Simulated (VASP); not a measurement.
# AlGaN2 (P-4m2) in VASP: notebook

Runs on AlGaN2. Level: LDA. Tasks: single point.

All numbers are computed with VASP 6.6.1; they aren't measurements. Logs are shortened: lines on timing, memory, paths and dates and some standing lists are left out, and cuts for length are marked.

## 1. The cell of the first run

The structure is tetragonal, space group P-4m2 (No. 115). The conventional cell has a = 2.804 Å, b = 2.804 Å, c = 4.384 Å, α = 90.00°, β = 90.00°, γ = 90.00°. Al (site symmetry -4m2) has 4 N at 1.75 Å within 2.3 Å. Within 2.4 Å of Ga (site symmetry -4m2) lie 4 N at 1.81 Å. N (site symmetry 2mm) has 2 Al at 1.75 Å and 2 Ga at 1.81 Å within 2.3 Å.

## 2. Single point, LDA (strain -0.1000 x Voigt [1, 1, 0, 0, 0, 0])

INCAR reads:

```
SYSTEM = AlGaN2
ALGO = Normal
EDIFF = 1E-6
ENCUT = 520
ISIF = 2
ISMEAR = 0
LASPH = .TRUE.
LCHARG = .TRUE.
LELF = .TRUE.
LREAL = .FALSE.
LVHAR = .TRUE.
LWAVE = .FALSE.
NBANDS = 21
NELM = 60
PREC = Accurate
SIGMA = 0.05
```

KPOINTS reads:

```
k-points
0
G
  8 8 6
  0 0 0
```

POSCAR reads:

```
AlGaN2
1.0
    2.8037578202      0.0000000000      0.0000000000
    0.0000000000      2.8037578202      0.0000000000
    0.0000000000      0.0000000000      4.3843302008
Al Ga N
1 1 2
Direct
    0.5000000000      0.5000000000      0.5000000000
    0.0000000000      0.0000000000      0.0000000000
    0.5000000000      0.0000000000      0.7400513254
    0.0000000000      0.5000000000      0.2599486746
```

Potentials or basis: VASP PAW LDA potentials, release 64 (Al, Ga_d, N).

On the command line:

```console
cat potpaw_LDA.64/Al/POTCAR potpaw_LDA.64/Ga_d/POTCAR potpaw_LDA.64/N/POTCAR > POTCAR
mpirun -np 1 vasp_std > vasp.out
```

OUTCAR:

```text
SYSTEM = AlGaN2
   EDIFF = 1E-6
   ENCUT = 520
   ISIF = 2
   ISMEAR = 0
   LASPH = .TRUE.
   LREAL = .FALSE.
   NELM = 60
   PREC = Accurate

 ion  position               nearest neighbor table
   1  0.500  0.500  0.500-   3 1.75   4 1.75   3 1.75   4 1.75   2 2.96   2 2.96   2 2.96   2 2.96
                             2 2.96   2 2.96   2 2.96   2 2.96
   2  0.000  0.000  0.000-   3 1.81   4 1.81   4 1.81   3 1.81   1 2.96   1 2.96   1 2.96   1 2.96
                             1 2.96   1 2.96   1 2.96   1 2.96
   3  0.500  0.000  0.740-   1 1.75   1 1.75   2 1.81   2 1.81
   4  0.000  0.500  0.260-   1 1.75   1 1.75   2 1.81   2 1.81

  LATTYP: Found a simple tetragonal cell.
 ALAT       =     2.8037578202
 C/A-ratio  =     1.5637335612

  Lattice vectors:

 A1 = (   2.8037578202,   0.0000000000,   0.0000000000)
 A2 = (   0.0000000000,   2.8037578202,   0.0000000000)
 A3 = (   0.0000000000,   0.0000000000,   4.3843302008)

Analysis of symmetry for initial positions (statically):
=====================================================================
 Subroutine PRICEL returns:
 Original cell was already a primitive cell.

 Routine SETGRP: Setting up the symmetry group for a
 simple tetragonal supercell.

 Subroutine GETGRP returns: Found  8 space group operations
 (whereof  8 operations were pure point group operations)
 out of a pool of 16 trial point group operations.

The static configuration has the point symmetry D_2d.

Analysis of symmetry for dynamics (positions and initial velocities):
=====================================================================
 Subroutine PRICEL returns:
 Original cell was already a primitive cell.

 Routine SETGRP: Setting up the symmetry group for a
 simple tetragonal supercell.

 Subroutine GETGRP returns: Found  8 space group operations
 (whereof  8 operations were pure point group operations)
 out of a pool of 16 trial point group operations.

The dynamic configuration has the point symmetry D_2d.

 Subroutine INISYM returns: Found  8 space group operations
 (whereof  8 operations are pure point group operations),
 and found     1 'primitive' translations

----------------------------------------------------------------------------------------

                                     Primitive cell

  volume of cell :      34.4655

  direct lattice vectors                    reciprocal lattice vectors
     2.803757820  0.000000000  0.000000000     0.356664186  0.000000000  0.000000000
     0.000000000  2.803757820  0.000000000     0.000000000  0.356664186  0.000000000
     0.000000000  0.000000000  4.384330201     0.000000000  0.000000000  0.228085011

  length of vectors
     2.803757820  2.803757820  4.384330201     0.356664186  0.356664186  0.228085011

  position of ions in fractional coordinates (direct lattice)
     0.500000000  0.500000000  0.500000000
     0.000000000  0.000000000  0.000000000
     0.500000000  0.000000000  0.740051325
     0.000000000  0.500000000  0.259948675

  ion indices of the primitive-cell ions
   primitive index   ion index
                 1           1
                 2           2
                 3           3
                 4           4

----------------------------------------------------------------------------------------

 KPOINTS: k-points

Automatic generation of k-mesh.
 Grid dimensions read from file:
 generate k-points for:    8    8    6

 Generating k-lattice:

  Cartesian coordinates                     Fractional coordinates (reciprocal lattice)
     0.044583023  0.000000000  0.000000000     0.125000000  0.000000000  0.000000000
     0.000000000  0.044583023  0.000000000     0.000000000  0.125000000  0.000000000
     0.000000000  0.000000000  0.038014168     0.000000000  0.000000000  0.166666667

  Length of vectors
     0.044583023  0.044583023  0.038014168

  Shift w.r.t. Gamma in fractional coordinates (k-lattice)
     0.000000000  0.000000000  0.000000000

 Subroutine IBZKPT returns following result:
 ===========================================

 Found     60 irreducible k-points:

 Following reciprocal coordinates:
            Coordinates               Weight
  0.000000  0.000000  0.000000      1.000000
  0.125000  0.000000  0.000000      4.000000
  0.250000  0.000000  0.000000      4.000000
  0.375000  0.000000  0.000000      4.000000
  0.500000  0.000000  0.000000      2.000000
  0.125000  0.125000  0.000000      4.000000
[... 16 lines left out ...]
  0.375000  0.125000  0.166667     16.000000
  0.500000  0.125000  0.166667      8.000000
 [... further k-points ...]
   k-points           NKPTS =     60   k-points in BZ     NKDIM =     60   number of bands    NBANDS=     21
   number of dos      NEDOS =    301   number of ions     NIONS =      4
   total plane-waves  NPLWV =  20736
   dimension x,y,z NGX =    24 NGY =   24 NGZ =   36
   dimension x,y,z NGXF=    48 NGYF=   48 NGZF=   72
   ions per type =               1   1   2
   NGX,Y,Z   is equivalent  to a cutoff of  14.23, 14.23, 13.65 a.u.
   NGXF,Y,Z  is equivalent  to a cutoff of  28.46, 28.46, 27.30 a.u.
 SYSTEM =  AlGaN2
   PREC   = accura    normal or accurate (medium, high low for compatibility)
   ISTART =      0    job   : 0-new  1-cont  2-samecut
   ICHARG =      2    charge: 1-file 2-atom 10-const
   ISPIN  =      1    spin polarized calculation?
   LNONCOLLINEAR =      F non collinear calculations
   LSORBIT =      F    spin-orbit coupling
   LASPH  =      T    aspherical Exc in radial PAW
   ENCUT  =  520.0 eV  38.22 Ry    6.18 a.u.   5.21  5.21  8.15*2*pi/ulx,y,z
   NELM   =     60;   NELMIN=  2; NELMDL= -5     # of ELM steps
   EDIFF  = 0.1E-05   stopping-criterion for ELM
   LREAL  =      F    real-space projection
   EDIFFG = 0.1E-04   stopping-criterion for IOM
   NSW    =      0    number of steps for IOM
   IBRION =     -1    ionic relax: 0-MD 1-quasi-New 2-CG
   NFREE  =      0    steps in history (QN), initial steepest desc. (CG)
   ISIF   =      2    stress and relaxation
   ISYM   =      2    0-nonsym 1-usesym 2-fastsym
   POTIM  = 0.5000    time-step for ionic-motion
   TEBEG  =    0.0;   TEEND  =   0.0 temperature during run
   PSTRESS=    0.0 pullay stress
   NELECT =      26.0000    total number of electrons
   NUPDOWN=      -1.0000    fix difference up-down
   EMIN   =  10.00;   EMAX   =-10.00  energy-range for DOS
   EFERMI =   0.00;   METHOD = LEGACY
   ISMEAR =     0;   SIGMA  =   0.05  broadening in eV -4-tet -1-fermi 0-gaus
   EFERMI_NEDOS =   21; number of points for ismear=-14 and -15
   IALGO  =     38    algorithm
   IMIX   =      4    mixing-type and parameters
     AMIX     =   0.40;   BMIX     =  1.00
     AMIX_MAG =   1.60;   BMIX_MAG =  1.00
  volume/ion in A,a.u.               =       8.62        58.15
  Fermi-wavevector in a.u.,A,eV,Ry     =   1.490291  2.816242 30.218111  2.220968
  Thomas-Fermi vector in A             =   2.603092
   LORBIT       =      0    0 simple, 1 ext, 2 COOP (PROOUT), +10 PAW based schemes
   GGA     = CA    functional components
   LHFCALC =     F    Hartree Fock is set to
   AEXX    =    0.0000 exact exchange contribution
   IVDW    =     0    specifies the selected vdW correction
   LEPSILON=     F    determine dielectric tensor
   LRPA    =     F    only Hartree local field effects (RPA)
 non-spin polarized calculation
 Gauss-broadening in eV      SIGMA  =   0.05
  energy-cutoff  :      520.00
  volume of cell :       34.47
 maximum number of plane-waves:       948
 NGX is ok and might be reduce to    24
   NGX = 11   NGY = 11   NGZ = 17

 number of electron      25.9999993 magnetization

 Free energy of the ion-electron system (eV)
  ---------------------------------------------------
  ext. energy  EPLUGINS =         0.00000000
  ---------------------------------------------------
  free energy    TOTEN  =       -28.72253124 eV

  energy without entropy =      -28.72253124  energy(sigma->0) =      -28.72253124

 E-fermi :   8.5747     XC(G=0): -12.9302

 val. band max:        8.3555488650   @ k =   0.0000   0.0000   0.0000
 cond. band min:      11.2240205046   @ k =   0.5000   0.5000   0.0000
 fundamental gap:      2.8684716397
 Fermi energy:         8.5746739188

 k-point     1 :       0.0000    0.0000    0.0000
  band No.  band energies     occupation
      1      -9.1689      2.00000
      2      -6.8886      2.00000
      3      -5.1135      2.00000
      4      -5.0983      2.00000
      5      -5.0983      2.00000
      6      -4.7300      2.00000
[... 13 lines left out ...]
     20      22.0041      0.00000
     21      26.2857      0.00000

 k-point     2 :       0.1250    0.0000    0.0000
  band No.  band energies     occupation
      1      -8.9704      2.00000
      2      -6.8788      2.00000
      3      -5.1863      2.00000
      4      -5.0916      2.00000
      5      -5.0354      2.00000
      6      -4.7565      2.00000
[... 13 lines left out ...]
     20      21.8613      0.00000
     21      25.6847      0.00000

 k-point     3 :       0.2500    0.0000    0.0000
  band No.  band energies     occupation
      1      -8.4254      2.00000
      2      -6.8772      2.00000
      3      -5.2456      2.00000
      4      -5.0752      2.00000
      5      -4.8865      2.00000
      6      -4.8197      2.00000
[... 13 lines left out ...]
     20      22.1327      0.00000
     21      24.3219      0.00000
[... 457 lines left out ...]
 k-point    23 :       0.3750    0.1250    0.1667
  band No.  band energies     occupation
      1      -7.5276      2.00000
      2      -6.9121      2.00000
      3      -5.1350      2.00000
      4      -5.0622      2.00000
      5      -4.9419      2.00000
      6      -4.5373      2.00000
[... 13 lines left out ...]
     20      21.9254      0.00000
     21      23.1599      0.00000

 k-point    24 :       0.5000    0.1250    0.1667
  band No.  band energies     occupation
      1      -7.1760      2.00000
      2      -6.9921      2.00000
      3      -5.0971      2.00000
      4      -5.0318      2.00000
      5      -4.9729      2.00000
      6      -4.0714      2.00000
[... 13 lines left out ...]
     20      22.2595      0.00000
     21      22.9068      0.00000

 [... further k-points ...]

------------------------ aborting loop because EDIFF is reached ----------------------------------------

  FORCE on cell =-STRESS in cart. coord.  units (eV):
  Direction    XX          YY          ZZ          XY          YZ          ZX
  --------------------------------------------------------------------------------------
  -------------------------------------------------------------------------------------
  Total       15.6389201     15.6389201     12.3237984      0.0000000      0.0000000      0.0000000
  in kB      726.9977924    726.9977924    572.8895699      0.0000000      0.0000000      0.0000000
  external PRESSURE =     675.6283849 kB  Pullay stress =       0.0000000 kB

 VOLUME and BASIS-vectors are now :
 -----------------------------------------------------------------------------
  energy-cutoff  :      520.00
  volume of cell :       34.47
      direct lattice vectors                 reciprocal lattice vectors
     2.803757820  0.000000000  0.000000000     0.356664186  0.000000000  0.000000000
     0.000000000  2.803757820  0.000000000     0.000000000  0.356664186  0.000000000
     0.000000000  0.000000000  4.384330201     0.000000000  0.000000000  0.228085011

 POSITION                                       TOTAL-FORCE (eV/Angst)
 -----------------------------------------------------------------------------------
      1.40188      1.40188      2.19217         0.000000     -0.000000     -0.000000
      0.00000      0.00000      0.00000         0.000000      0.000000     -0.000000
      1.40188      0.00000      3.24463        -0.000000     -0.000000      0.045680
      0.00000      1.40188      1.13970         0.000000     -0.000000     -0.045680
 -----------------------------------------------------------------------------------
    total drift:                                0.000000      0.000000      0.000000

  FREE ENERGIE OF THE ION-ELECTRON SYSTEM (eV)
  ---------------------------------------------------
  free  energy   TOTEN  =       -28.7225312410 eV

  energy  without entropy=      -28.7225312410  energy(sigma->0) =      -28.72253124
```

Run time: 18 s. Hardware: 1 thread of AMD EPYC 9R45 (Zen 5), shared host; peak memory 0.14 GiB.

What came out:

| Item | Value |
| --- | --- |
| Free energy | -28.7225 eV |
| Pressure | 67.6 GPa |
| Largest force | 0.046 eV/Å |
| Band gap on the k mesh | 2.87 eV, indirect (least direct gap 4.08 eV) |

Forces in eV/Å, atoms in the order of the input:
```
Al   0.000  0.000  0.000
Ga   0.000  0.000  0.000
N    0.000  0.000  0.046
N    0.000  0.000 -0.046
```

Levels at points of the mesh, in eV from the valence-band top:
```
           k point  band 9  band 10  band 11  band 12  band 13  band 14  band 15  band 16  band 17  band 18
(0.00, 0.00, 0.00)   -2.48    -2.48    -0.95     0.00     0.00     4.08     4.47     9.70    12.86    12.86
(0.50, 0.00, 0.00)   -5.65    -4.27    -4.21    -0.88    -0.49     7.93     8.73    10.16    10.24    10.35
(0.50, 0.50, 0.00)   -5.57    -3.51    -3.37    -3.37    -3.34     2.87     2.87     6.56     9.23    15.04
(0.00, 0.00, 0.50)   -3.50    -1.80    -1.80    -0.90    -0.90     5.84     6.16     9.35    10.93    11.73
(0.50, 0.00, 0.50)   -7.84    -1.74    -1.58    -0.88    -0.38     6.31     7.44    10.28    10.58    11.08
(0.50, 0.50, 0.50)   -5.38    -5.07    -4.33    -4.33    -4.18     5.71     5.71    10.98    10.98    11.04
```

Caveat: the cell differs from its parent crystal (strain -0.1000 x Voigt [1, 1, 0, 0, 0, 0]). A k mesh can miss the band edges.

## 3. Single point, LDA (strain -0.0750 x Voigt [1, 1, 0, 0, 0, 0])

INCAR reads:

```
ALGO = Normal
EDIFF = 1E-6
ENCUT = 520
GGA = CA
ISIF = 2
ISMEAR = 0
LASPH = True
LCHARG = False
LREAL = False
LWAVE = False
NBANDS = 21
NELM = 60
PREC = Accurate
SIGMA = 0.05
```

KPOINTS reads:

```
k-points
0
Gamma
  8 8 6
```

Changes to POSCAR since step 2:

```diff
@@ -2,4 +2,4 @@
 1.0
-    2.8037578202      0.0000000000      0.0000000000
-    0.0000000000      2.8037578202      0.0000000000
+    2.8816399819      0.0000000000      0.0000000000
+    0.0000000000      2.8816399819      0.0000000000
     0.0000000000      0.0000000000      4.3843302008
```

Potentials or basis: VASP PAW LDA potentials, release 64 (Al, Ga_d, N).

On the command line:

```console
cat potpaw_LDA.64/Al/POTCAR potpaw_LDA.64/Ga_d/POTCAR potpaw_LDA.64/N/POTCAR > POTCAR
mpirun -np 1 vasp_std > vasp.out
```

It took 18 s on 1 thread of AMD EPYC 9R45 (Zen 5), shared host; peak memory 0.14 GiB.

It converged, with:

* Free energy: -29.4570 eV
* Pressure: 45.4 GPa
* Largest force: 0.035 eV/Å
* Band gap on the k mesh: 2.98 eV, indirect (least direct gap 3.89 eV)

Forces in eV/Å, atoms in the order of the input:
```
Al   0.000  0.000  0.000
Ga   0.000  0.000  0.000
N    0.000  0.000  0.035
N    0.000  0.000 -0.035
```

Stress tensor (GPa, compression positive):
```
49.10  0.00  0.00
 0.00 49.10  0.00
 0.00  0.00 37.86
```

Levels at points of the mesh, in eV from the valence-band top:
```
           k point  band 9  band 10  band 11  band 12  band 13  band 14  band 15  band 16  band 17  band 18
(0.00, 0.00, 0.00)   -2.47    -2.47    -0.73     0.00     0.00     3.89     4.11     9.17    12.42    12.42
(0.50, 0.00, 0.00)   -5.31    -3.94    -3.86    -0.92    -0.56     7.75     8.40     9.62     9.84    10.33
(0.50, 0.50, 0.00)   -5.42    -3.19    -3.09    -3.09    -3.05     2.98     2.98     6.54     9.11    14.34
(0.00, 0.00, 0.50)   -3.18    -1.76    -1.76    -0.94    -0.94     5.75     5.90     9.17    10.59    11.42
(0.50, 0.00, 0.50)   -7.42    -1.49    -1.28    -0.91    -0.44     6.18     7.42     9.99    10.38    10.68
(0.50, 0.50, 0.50)   -5.03    -4.88    -4.06    -4.06    -3.95     5.85     5.85    10.52    11.08    11.08
```

Caveat: the cell differs from its parent crystal (strain -0.0750 x Voigt [1, 1, 0, 0, 0, 0]).

## 4. Single point, LDA (strain -0.0500 x Voigt [1, 1, 0, 0, 0, 0])

INCAR reads:

```
SYSTEM = AlGaN2
  PREC = Accurate
  ENCUT = 520
  EDIFF = 1E-7
  ISMEAR = 0
  SIGMA = 0.05
  LREAL = .FALSE.
  LASPH = .TRUE.
  NELM = 100
  ALGO = Normal
  ISIF = 2
  LWAVE = .FALSE.
  LCHARG = .TRUE.
  GGA = CA
  LELF = .TRUE.
  LVHAR = .TRUE.
  NBANDS = 21
```

KPOINTS reads:

```
regular mesh
0
G
  8 8 6
  0 0 0
```

Changes to POSCAR since step 3:

```diff
@@ -2,4 +2,4 @@
 1.0
-    2.8816399819      0.0000000000      0.0000000000
-    0.0000000000      2.8816399819      0.0000000000
+    2.9595221436      0.0000000000      0.0000000000
+    0.0000000000      2.9595221436      0.0000000000
     0.0000000000      0.0000000000      4.3843302008
```

On the command line:

```console
cat potpaw_LDA.64/Al/POTCAR potpaw_LDA.64/Ga_d/POTCAR potpaw_LDA.64/N/POTCAR > POTCAR
mpirun -np 1 vasp_std > vasp.out
```

Wall time 20 s (1 thread of AMD EPYC 9R45 (Zen 5), shared host); peak memory 0.14 GiB.

It converged, with:

```
Free energy            : -29.9448 eV
Pressure               : 27.3 GPa
Largest force          : 0.017 eV/Å
Band gap on the k mesh : 3.08 eV, indirect (least direct gap 3.74 eV)
```

Forces in eV/Å, atoms in the order of the input:
```
Al   0.000  0.000  0.000
Ga   0.000  0.000  0.000
N    0.000  0.000  0.017
N    0.000  0.000 -0.017
```

Stress tensor (GPa, compression positive):
```
29.73  0.00  0.00
 0.00 29.73  0.00
 0.00  0.00 22.46
```

Levels at points of the mesh, in eV from the valence-band top:
| k point | band 10 | band 11 | band 12 | band 13 | band 14 | band 15 | band 16 | band 17 |
| --- | --- | --- | --- | --- | --- | --- | --- | --- |
| (0.00, 0.00, 0.00) | -2.45 | -0.54 | 0.00 | 0.00 | 3.74 | 3.76 | 8.64 | 12.02 |
| (0.50, 0.00, 0.00) | -3.63 | -3.53 | -0.95 | -0.63 | 7.56 | 8.06 | 8.99 | 9.42 |
| (0.50, 0.50, 0.00) | -2.89 | -2.82 | -2.82 | -2.79 | 3.08 | 3.08 | 6.50 | 8.98 |
| (0.00, 0.00, 0.50) | -1.71 | -1.71 | -0.98 | -0.98 | 5.66 | 5.67 | 8.87 | 10.17 |
| (0.50, 0.00, 0.50) | -1.27 | -1.03 | -0.94 | -0.50 | 5.96 | 7.27 | 9.72 | 10.12 |
| (0.50, 0.50, 0.50) | -4.70 | -3.81 | -3.81 | -3.74 | 5.97 | 5.97 | 10.01 | 11.15 |

Caveat: the cell differs from its parent crystal (strain -0.0500 x Voigt [1, 1, 0, 0, 0, 0]). A k mesh can miss the band edges.

## 5. Single point, LDA (strain -0.0250 x Voigt [1, 1, 0, 0, 0, 0])

INCAR reads:

```
PREC = Accurate
ENCUT = 520
EDIFF = 1E-6
ISMEAR = 0
SIGMA = 0.05
LREAL = False
LASPH = True
NELM = 100
ALGO = Normal
ISIF = 2
LWAVE = False
LCHARG = False
NBANDS = 21
```

KPOINTS reads:

```
regular mesh
0
Gamma
  8 8 6
```

Changes to POSCAR since step 4:

```diff
@@ -2,4 +2,4 @@
 1.0
-    2.9595221436      0.0000000000      0.0000000000
-    0.0000000000      2.9595221436      0.0000000000
+    3.0374043052      0.0000000000      0.0000000000
+    0.0000000000      3.0374043052      0.0000000000
     0.0000000000      0.0000000000      4.3843302008
```

On the command line:

```console
cat potpaw_LDA.64/Al/POTCAR potpaw_LDA.64/Ga_d/POTCAR potpaw_LDA.64/N/POTCAR > POTCAR
mpirun -np 1 vasp_std > vasp.out
```

Wall time 19 s (1 thread of AMD EPYC 9R45 (Zen 5), shared host); peak memory 0.14 GiB.

Results (log left out):

- Free energy: -30.2208 eV
- Pressure: 12.7 GPa
- Largest force: 0.005 eV/Å
- Band gap on the k mesh: 3.17 eV, indirect (least direct gap 3.41 eV)

Forces on the atoms (eV/Å):
```
Al   0.000  0.000  0.000
Ga   0.000  0.000  0.000
N    0.000  0.000 -0.005
N    0.000  0.000  0.005
```

Stress tensor (GPa, compression positive):
```
13.85  0.00  0.00
 0.00 13.85  0.00
 0.00  0.00 10.35
```

Levels at points of the mesh, in eV from the valence-band top:
```
           k point  band 10  band 11  band 12  band 13  band 14  band 15  band 16  band 17
(0.00, 0.00, 0.00)    -2.43    -0.37     0.00     0.00     3.41     3.60     8.11    11.64
(0.50, 0.00, 0.00)    -3.33    -3.23    -0.98    -0.68     7.37     7.69     8.45     8.95
(0.50, 0.50, 0.00)    -2.62    -2.57    -2.57    -2.54     3.17     3.17     6.44     8.86
(0.00, 0.00, 0.50)    -1.66    -1.66    -1.01    -1.01     5.48     5.56     8.47     9.71
(0.50, 0.00, 0.50)    -1.07    -0.96    -0.81    -0.55     5.67     7.01     9.45     9.81
(0.50, 0.50, 0.50)    -4.40    -3.57    -3.57    -3.54     6.08     6.08     9.52    11.14
```

Caveat: the cell differs from its parent crystal (strain -0.0250 x Voigt [1, 1, 0, 0, 0, 0]).

(Part 1 of 2 ends here.)
